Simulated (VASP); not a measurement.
# As in VASP: single point with r2SCAN

Aim: the single point of As with r2SCAN.

Program: VASP 6.6.1. These are calculated values, not measurements. Logs are shortened: lines on timing, memory, paths and dates and some standing lists are left out, and cuts for length are marked.

### 1 The cell of the first run

The cell holds a single atom in a box, 1 atom: a = 14.000 Å, b = 14.400 Å, c = 14.800 Å, α = 90.00°, β = 90.00°, γ = 90.00°.

### 2 Single point, r2SCAN, collinear spin

POSCAR

```
As
1.0
   14.0000000000      0.0000000000      0.0000000000
    0.0000000000     14.4000000000      0.0000000000
    0.0000000000      0.0000000000     14.8000000000
As
1
Direct
    0.5000000000      0.5000000000      0.5000000000
```

INCAR.step1

```
SYSTEM = As
ALGO = Normal
EDIFF = 1E-5
ENCUT = 440
GGA = PE
GGA_COMPAT = .FALSE.
ISMEAR = -1
ISPIN = 2
ISYM = 0
LASPH = .TRUE.
LCHARG = .FALSE.
LREAL = .FALSE.
LWAVE = .TRUE.
MAGMOM = 1
NBANDS = 12
NELM = 200
PREC = Accurate
SIGMA = 0.01
```

INCAR.step2

```
SYSTEM = As
ALGO = Normal
EDIFF = 1E-6
ENCUT = 440
GGA_COMPAT = .FALSE.
ISIF = 2
ISMEAR = -1
ISPIN = 2
ISTART = 1
ISYM = 0
LASPH = .TRUE.
LCHARG = .FALSE.
LMIXTAU = .TRUE.
LORBIT = 11
LREAL = .FALSE.
LWAVE = .FALSE.
MAGMOM = 1
METAGGA = R2SCAN
NBANDS = 12
NELM = 200
PREC = Accurate
SIGMA = 0.01
```

KPOINTS

```
k-points
0
G
  1 1 1
  0 0 0
```

Potentials or basis: VASP PAW PBE potentials, release 64 (As).

Run with:

```console
cat potpaw_PBE.64/As/POTCAR > POTCAR
cp INCAR.step1 INCAR
mpirun -np 1 vasp_gam > vasp.out
cp INCAR.step2 INCAR
mpirun -np 1 vasp_gam > vasp.out
```

OUTCAR:

```text
SYSTEM = As
   EDIFF = 1E-6
   ENCUT = 440
   ISIF = 2
   ISMEAR = -1
   ISPIN = 2
   ISTART = 1
   ISYM = 0
   LASPH = .TRUE.
   LORBIT = 11
   LREAL = .FALSE.
   METAGGA = R2SCAN
   NELM = 200
   PREC = Accurate

 ion  position               nearest neighbor table
   1  0.500  0.500  0.500-

IMPORTANT INFORMATION: All symmetrisations will be switched off!
NOSYMM: (Re-)initialisation of all symmetry stuff for point group C_1.

----------------------------------------------------------------------------------------

                                     Primitive cell

  volume of cell :    2983.6800

  direct lattice vectors                    reciprocal lattice vectors
    14.000000000  0.000000000  0.000000000     0.071428571  0.000000000  0.000000000
     0.000000000 14.400000000  0.000000000     0.000000000  0.069444444  0.000000000
     0.000000000  0.000000000 14.800000000     0.000000000  0.000000000  0.067567568

  length of vectors
    14.000000000 14.400000000 14.800000000     0.071428571  0.069444444  0.067567568

  position of ions in fractional coordinates (direct lattice)
     0.500000000  0.500000000  0.500000000

  ion indices of the primitive-cell ions
   primitive index   ion index
                 1           1

----------------------------------------------------------------------------------------

 KPOINTS: k-points

Automatic generation of k-mesh.
 Grid dimensions read from file:
 generate k-points for:    1    1    1

 Generating k-lattice:

  Cartesian coordinates                     Fractional coordinates (reciprocal lattice)
     0.071428571  0.000000000  0.000000000     1.000000000  0.000000000  0.000000000
     0.000000000  0.069444444  0.000000000     0.000000000  1.000000000  0.000000000
     0.000000000  0.000000000  0.067567568     0.000000000  0.000000000  1.000000000

  Length of vectors
     0.071428571  0.069444444  0.067567568

  Shift w.r.t. Gamma in fractional coordinates (k-lattice)
     0.000000000  0.000000000  0.000000000

 Subroutine IBZKPT returns following result:
 ===========================================

 Found      1 irreducible k-points:

 Following reciprocal coordinates:
            Coordinates               Weight
  0.000000  0.000000  0.000000      1.000000
   k-points           NKPTS =      1   k-points in BZ     NKDIM =      1   number of bands    NBANDS=     12
   number of dos      NEDOS =    301   number of ions     NIONS =      1
   total plane-waves  NPLWV = ******
   dimension x,y,z NGX =    96 NGY =  100 NGZ =  108
   dimension x,y,z NGXF=   192 NGYF=  200 NGZF=  216
   ions per type =               1
   NGX,Y,Z   is equivalent  to a cutoff of  11.40, 11.54, 12.13 a.u.
   NGXF,Y,Z  is equivalent  to a cutoff of  22.80, 23.09, 24.26 a.u.
 SYSTEM =  As
   PREC   = accura    normal or accurate (medium, high low for compatibility)
   ISTART =      1    job   : 0-new  1-cont  2-samecut
   ICHARG =      0    charge: 1-file 2-atom 10-const
   ISPIN  =      2    spin polarized calculation?
   LNONCOLLINEAR =      F non collinear calculations
   LSORBIT =      F    spin-orbit coupling
   LASPH  =      T    aspherical Exc in radial PAW
   ENCUT  =  440.0 eV  32.34 Ry    5.69 a.u.  23.94 24.63 25.31*2*pi/ulx,y,z
   NELM   =    200;   NELMIN=  2; NELMDL=  0     # of ELM steps
   EDIFF  = 0.1E-05   stopping-criterion for ELM
   LREAL  =      F    real-space projection
   EDIFFG = 0.1E-04   stopping-criterion for IOM
   NSW    =      0    number of steps for IOM
   IBRION =     -1    ionic relax: 0-MD 1-quasi-New 2-CG
   NFREE  =      0    steps in history (QN), initial steepest desc. (CG)
   ISIF   =      2    stress and relaxation
   ISYM   =      0    0-nonsym 1-usesym 2-fastsym
   POTIM  = 0.5000    time-step for ionic-motion
   TEBEG  =    0.0;   TEEND  =   0.0 temperature during run
   PSTRESS=    0.0 pullay stress
   NELECT =       5.0000    total number of electrons
   NUPDOWN=      -1.0000    fix difference up-down
   EMIN   =  10.00;   EMAX   =-10.00  energy-range for DOS
   EFERMI =   0.00;   METHOD = LEGACY
   ISMEAR =    -1;   SIGMA  =   0.01  broadening in eV -4-tet -1-fermi 0-gaus
   EFERMI_NEDOS =   21; number of points for ismear=-14 and -15
   IALGO  =     38    algorithm
   IMIX   =      4    mixing-type and parameters
     AMIX     =   0.40;   BMIX     =  1.00
     AMIX_MAG =   1.60;   BMIX_MAG =  1.00
  volume/ion in A,a.u.               =    2983.68     20134.87
  Fermi-wavevector in a.u.,A,eV,Ry     =   0.194453  0.367462  0.514462  0.037812
  Thomas-Fermi vector in A             =   0.940288
   LORBIT       =     11    0 simple, 1 ext, 2 COOP (PROOUT), +10 PAW based schemes
   METAGGA = R2SCAN    functional components
   LHFCALC =     F    Hartree Fock is set to
   AEXX    =    0.0000 exact exchange contribution
   IVDW    =     0    specifies the selected vdW correction
   LEPSILON=     F    determine dielectric tensor
   LRPA    =     F    only Hartree local field effects (RPA)
 spin polarized calculation
  energy-cutoff  :      440.00
  volume of cell :     2983.68
 maximum number of plane-waves:     31271
 NGX is ok and might be reduce to    96
   NGX = 47   NGY = 49   NGZ = 51

 number of electron       5.0000001 magnetization       3.0000000

 Free energy of the ion-electron system (eV)
  ---------------------------------------------------
  ext. energy  EPLUGINS =         0.00000000
  ---------------------------------------------------
  free energy    TOTEN  =       -11.83353469 eV

  energy without entropy =      -11.83353469  energy(sigma->0) =      -11.83353469

 E-fermi :  -5.9854     XC(G=0):  -0.1665

 val. band max:       -6.2343896725   @ k =   0.0000   0.0000   0.0000
 cond. band min:      -2.9197758136   @ k =   0.0000   0.0000   0.0000
 fundamental gap:      3.3146138590
 Fermi energy:        -5.9853999492

 spin component 1

 k-point     1 :       0.0000    0.0000    0.0000
  band No.  band energies     occupation
      1     -15.9583      1.00000
      2      -6.2344      1.00000
      3      -6.2344      1.00000
      4      -6.2344      1.00000
      5      -0.1012      0.00000
      6       0.5234      0.00000
      7       0.6972      0.00000
      8       0.7177      0.00000
      9       0.7344      0.00000
     10       0.7614      0.00000
     11       0.7749      0.00000
     12       1.3632      0.00000
 Fermi energy:        -5.9853999492

 spin component 2

 k-point     1 :       0.0000    0.0000    0.0000
  band No.  band energies     occupation
      1     -12.8982      1.00000
      2      -2.9198      0.00000
      3      -2.9198      0.00000
      4      -2.9198      0.00000
      5       0.0576      0.00000
      6       0.7272      0.00000
      7       0.7446      0.00000
      8       0.7755      0.00000
      9       0.7837      0.00000
     10       0.8265      0.00000
     11       0.8938      0.00000
     12       1.4293      0.00000

------------------------ aborting loop because EDIFF is reached ----------------------------------------

  FORCE on cell =-STRESS in cart. coord.  units (eV):
  Direction    XX          YY          ZZ          XY          YZ          ZX
  --------------------------------------------------------------------------------------
  -------------------------------------------------------------------------------------
  Total       -0.0076568     -0.0075227     -0.0080626     -0.0000000     -0.0000033     -0.0000001
  in kB       -0.0041115     -0.0040396     -0.0043294     -0.0000000     -0.0000018     -0.0000000
  external PRESSURE =      -0.0041602 kB  Pullay stress =       0.0000000 kB

 VOLUME and BASIS-vectors are now :
 -----------------------------------------------------------------------------
  energy-cutoff  :      440.00
  volume of cell :     2983.68
      direct lattice vectors                 reciprocal lattice vectors
    14.000000000  0.000000000  0.000000000     0.071428571  0.000000000  0.000000000
     0.000000000 14.400000000  0.000000000     0.000000000  0.069444444  0.000000000
     0.000000000  0.000000000 14.800000000     0.000000000  0.000000000  0.067567568

 POSITION                                       TOTAL-FORCE (eV/Angst)
 -----------------------------------------------------------------------------------
      7.00000      7.20000      7.40000         0.000001     -0.000001      0.000003
 -----------------------------------------------------------------------------------
    total drift:                                0.000001     -0.000001      0.000003

  FREE ENERGIE OF THE ION-ELECTRON SYSTEM (eV)
  ---------------------------------------------------
  free  energy   TOTEN  =       -11.8335346918 eV

  energy  without entropy=      -11.8335346918  energy(sigma->0) =      -11.83353469

 total charge

# of ion       s       p       d       tot
------------------------------------------
    1        1.318   1.269   0.000   2.587

 magnetization (x)

# of ion       s       p       d       tot
------------------------------------------
    1        0.009   1.269  -0.000   1.278
```

Run time: 12 min. Hardware: 1 thread of Intel Xeon Platinum 8488C (Sapphire Rapids), shared host; peak memory 2.9 GiB.

What came out:

```yaml
Free_energy: -11.8335 eV
Pressure: 0.0 GPa
Band_gap_on_the_k_mesh: 3.31 eV
Net_moment: 3.00 μB per cell
Site_moments: As +1.28 μB
Valence_electrons_inside_the_program's_atomic_spheres: As 2.59
```

Caveat: the PAW data sets were made with another functional, which shifts forces and pressure a little.
